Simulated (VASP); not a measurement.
# Nb (P6_3/mmc) in VASP: single point with PBE+U

Aim: the single point of Nb with PBE+U.

Everything below comes from runs of VASP 6.6.1. Logs are shortened: lines on timing, memory, paths and dates and some standing lists are left out, and cuts for length are marked.

## 1. The cell of the first run

The structure is hexagonal, space group P6_3/mmc (No. 194). Conventional cell: a = 2.973 Å, b = 2.973 Å, c = 4.757 Å, α = 90.00°, β = 90.00°, γ = 120.00°. Within 3.9 Å of Nb (site symmetry -6m2) lie 12 Nb at 2.93 to 2.97 Å.

## 2. Single point, PBE+U, collinear spin, antiferromagnetic start

File INCAR:

```
SYSTEM = Nb
ALGO = Normal
EDIFF = 1E-6
ENCUT = 500
GGA = PE
GGA_COMPAT = .FALSE.
ISIF = 2
ISMEAR = -1
ISPIN = 2
LASPH = .TRUE.
LCHARG = .FALSE.
LDAU = .TRUE.
LDAUJ = 0
LDAUL = 2
LDAUPRINT = 1
LDAUTYPE = 2
LDAUU = 2.5
LMAXMIX = 4
LORBIT = 11
LREAL = .FALSE.
LWAVE = .FALSE.
MAGMOM = 0.5 -0.5
NBANDS = 24
NELM = 200
PREC = Accurate
SIGMA = 0.1
```

File KPOINTS:

```
k-points
0
G
  3 3 2
  0 0 0
```

File POSCAR:

```
Nb
1.0
    2.9733252539      0.0000000000      0.0000000000
   -1.4866626270      2.5749752036      0.0000000000
    0.0000000000      0.0000000000      4.7573204062
Nb
2
Direct
    0.3333333333      0.6666666667      0.2500000000
    0.6666666667      0.3333333333      0.7500000000
```

Potentials or basis: VASP PAW PBE potentials, release 64 (Nb_sv).

Run with:

```bash
$ cat potpaw_PBE.64/Nb_sv/POTCAR > POTCAR
$ mpirun -np 1 vasp_std > vasp.out
```

OUTCAR:

```text
SYSTEM = Nb
   EDIFF = 1E-6
   ENCUT = 500
   GGA = PE
   ISIF = 2
   ISMEAR = -1
   ISPIN = 2
   LASPH = .TRUE.
   LORBIT = 11
   LREAL = .FALSE.
   NELM = 200
   PREC = Accurate

 ion  position               nearest neighbor table
   1  0.333  0.667  0.250-   2 2.93   2 2.93   2 2.93   2 2.93   2 2.93   2 2.93
   2  0.667  0.333  0.750-   1 2.93   1 2.93   1 2.93   1 2.93   1 2.93   1 2.93

  LATTYP: Found a hexagonal cell.
 ALAT       =     2.9733252539
 C/A-ratio  =     1.6000000000

  Lattice vectors:

 A1 = (   2.9733252539,   0.0000000000,   0.0000000000)
 A2 = (  -1.4866626270,   2.5749752036,   0.0000000000)
 A3 = (   0.0000000000,   0.0000000000,   4.7573204062)

Analysis of symmetry for initial positions (statically):
=====================================================================
 Subroutine PRICEL returns:
 Original cell was already a primitive cell.

 Routine SETGRP: Setting up the symmetry group for a
 hexagonal supercell.

 Subroutine GETGRP returns: Found 24 space group operations
 (whereof 12 operations were pure point group operations)
 out of a pool of 24 trial point group operations.

The static configuration has the point symmetry D_3d.
 The point group associated with its full space group is D_6h.

Analysis of symmetry for dynamics (positions and initial velocities):
=====================================================================
 Subroutine PRICEL returns:
 Original cell was already a primitive cell.

 Routine SETGRP: Setting up the symmetry group for a
 hexagonal supercell.

 Subroutine GETGRP returns: Found 24 space group operations
 (whereof 12 operations were pure point group operations)
 out of a pool of 24 trial point group operations.

The dynamic configuration has the point symmetry D_3d.
 The point group associated with its full space group is D_6h.

Analysis of structural, dynamic, and magnetic symmetry:
=====================================================================
 Subroutine PRICEL returns:
 Original cell was already a primitive cell.

 Routine SETGRP: Setting up the symmetry group for a
 hexagonal supercell.

 Subroutine GETGRP returns: Found 24 space group operations
 (whereof 12 operations were pure point group operations)
 out of a pool of 24 trial point group operations.

The overall configuration has the point symmetry D_3d.
[... 186 lines left out ...]
  o =  0.2399  v =  0.0000  0.0000  0.0000  0.0000  0.0000  0.9992  0.0000 -0.0000 -0.0000  0.0408      0.0000  0.0000  0.0000  0.0000  0.0000  0.0000  0.0000  0.0000  0.0000  0.0000
  o =  0.2399  v =  0.0000  0.0000  0.0000  0.0000  0.0000  0.0408 -0.0000  0.0000  0.0000 -0.9992      0.0000  0.0000  0.0000  0.0000  0.0000  0.0000  0.0000  0.0000  0.0000  0.0000
  o =  0.2592  v = -0.0000  0.0000 -1.0000  0.0000 -0.0000  0.0000  0.0000  0.0000  0.0000  0.0000      0.0000  0.0000  0.0000  0.0000  0.0000  0.0000  0.0000  0.0000  0.0000  0.0000
  o =  0.2593  v =  0.0000  0.0000  0.0000  0.0000  0.0000 -0.0000 -0.0000 -1.0000  0.0000 -0.0000      0.0000  0.0000  0.0000  0.0000  0.0000  0.0000  0.0000  0.0000  0.0000  0.0000

 number of electron      26.0000001 magnetization      -0.0000000

 Free energy of the ion-electron system (eV)
  ---------------------------------------------------
  ext. energy  EPLUGINS =         0.00000000
  ---------------------------------------------------
  free energy    TOTEN  =       -14.83088434 eV

  energy without entropy =      -14.63844036  energy(sigma->0) =      -14.73466235

 E-fermi :  12.0189     XC(G=0): -12.4555

 val. band max:       12.0132616761   @ k =   0.3333   0.0000   0.0000
 cond. band min:      12.0603521282   @ k =   0.0000   0.0000   0.0000
 fundamental gap:      0.0470904521
 Fermi energy:        12.0188941579

 spin component 1

 k-point     1 :       0.0000    0.0000    0.0000
  band No.  band energies     occupation
      1     -43.4014      1.00000
      2     -43.1659      1.00000
      3     -20.0579      1.00000
      4     -18.9257      1.00000
      5     -18.9257      1.00000
      6     -18.7388      1.00000
[... 151 lines left out ...]
     23      23.2822      0.00000
     24      23.2825      0.00000
 Fermi energy:        12.0188941579

 spin component 2

 k-point     1 :       0.0000    0.0000    0.0000
  band No.  band energies     occupation
      1     -43.4014      1.00000
      2     -43.1659      1.00000
      3     -20.0579      1.00000
      4     -18.9257      1.00000
      5     -18.9257      1.00000
      6     -18.7388      1.00000
[... 151 lines left out ...]
     23      23.2822      0.00000
     24      23.2825      0.00000

------------------------ aborting loop because EDIFF is reached ----------------------------------------

  FORCE on cell =-STRESS in cart. coord.  units (eV):
  Direction    XX          YY          ZZ          XY          YZ          ZX
  --------------------------------------------------------------------------------------
  -------------------------------------------------------------------------------------
  Total        2.5819509      2.5819509      3.1797076     -0.0000000      0.0000000     -0.0000000
  in kB      113.5744615    113.5744615    139.8684933     -0.0000000      0.0000000     -0.0000000
  external PRESSURE =     122.3391388 kB  Pullay stress =       0.0000000 kB

 VOLUME and BASIS-vectors are now :
 -----------------------------------------------------------------------------
  energy-cutoff  :      500.00
  volume of cell :       36.42
      direct lattice vectors                 reciprocal lattice vectors
     2.973325254  0.000000000  0.000000000     0.336323784  0.194176627  0.000000000
    -1.486662627  2.574975204  0.000000000     0.000000000  0.388353254  0.000000000
     0.000000000  0.000000000  4.757320406     0.000000000  0.000000000  0.210202365

 POSITION                                       TOTAL-FORCE (eV/Angst)
 -----------------------------------------------------------------------------------
     -0.00000      1.71665      1.18933         0.000000      0.000000      0.000000
      1.48666      0.85833      3.56799        -0.000000     -0.000000      0.000000
 -----------------------------------------------------------------------------------
    total drift:                               -0.000000      0.000000     -0.000000

  FREE ENERGIE OF THE ION-ELECTRON SYSTEM (eV)
  ---------------------------------------------------
  free  energy   TOTEN  =       -14.8308843441 eV

  energy  without entropy=      -14.6384403638  energy(sigma->0) =      -14.73466235

 total charge

# of ion       s       p       d       tot
------------------------------------------
    1        2.227   6.015   2.313  10.555
    2        2.227   6.015   2.313  10.555
--------------------------------------------------
tot          4.454  12.029   4.626  21.109

 magnetization (x)

# of ion       s       p       d       tot
------------------------------------------
    1        0.000   0.000   0.000   0.000
    2       -0.000  -0.000  -0.000  -0.000
--------------------------------------------------
tot          0.000   0.000   0.000   0.000
```

stdout:

```text
POSCAR found type information on POSCAR Nb
 POSCAR found :  1 types and       2 ions
 scaLAPACK will be used
 LDA part: xc-table for (Slater+PW92), standard interpolation
 POSCAR, INCAR and KPOINTS ok, starting setup
 FFT: planning ... GRIDC
 FFT: planning ... GRID_SOFT
 FFT: planning ... GRID
 WAVECAR not read
 entering main loop
```

It took 21 s on 1 thread of Intel Xeon Platinum 8259CL at 2.50GHz (Skylake/Cascade Lake), shared host; peak memory 0.16 GiB.

What came out:

* Free energy: -14.8309 eV
* Pressure: 12.2 GPa
* Band gap on the k mesh: zero (filled and empty bands overlap)
* Net moment: 0.00 μB per cell
* Valence electrons inside the program's atomic spheres: Nb 10.55

Stress tensor (GPa, compression positive):
```
11.36  0.00  0.00
 0.00 11.36  0.00
 0.00  0.00 13.99
```

Levels at points of the mesh, in eV from the Fermi level:
Spin up:
```tsv
k point	band 11	band 12	band 13	band 14	band 15	band 16
(0.00, 0.00, 0.00)	-0.07	-0.07	0.04	0.71	0.71	1.05
(0.00, 0.00, 0.50)	-0.87	-0.87	-0.17	-0.17	-0.17	-0.17
```
Spin down:
```
           k point  band 11  band 12  band 13  band 14  band 15  band 16
(0.00, 0.00, 0.00)    -0.07    -0.07     0.04     0.71     0.71     1.05
(0.00, 0.00, 0.50)    -0.87    -0.87    -0.17    -0.17    -0.17    -0.17
```

Eigenvalues of the final occupation matrices:
| site | spin | trace | eigenvalues |
| --- | --- | --- | --- |
| site 1 d | 1 | 1.17 | 0.22 0.22 0.24 0.24 0.26 |
| site 1 d | 2 | 1.17 | 0.22 0.22 0.24 0.24 0.26 |
| site 2 d | 1 | 1.17 | 0.22 0.22 0.24 0.24 0.26 |
| site 2 d | 2 | 1.17 | 0.22 0.22 0.24 0.24 0.26 |

Caveat: the k points lie up to 0.81 Å⁻¹ apart; the U is typed as a test and isn't derived for this compound.
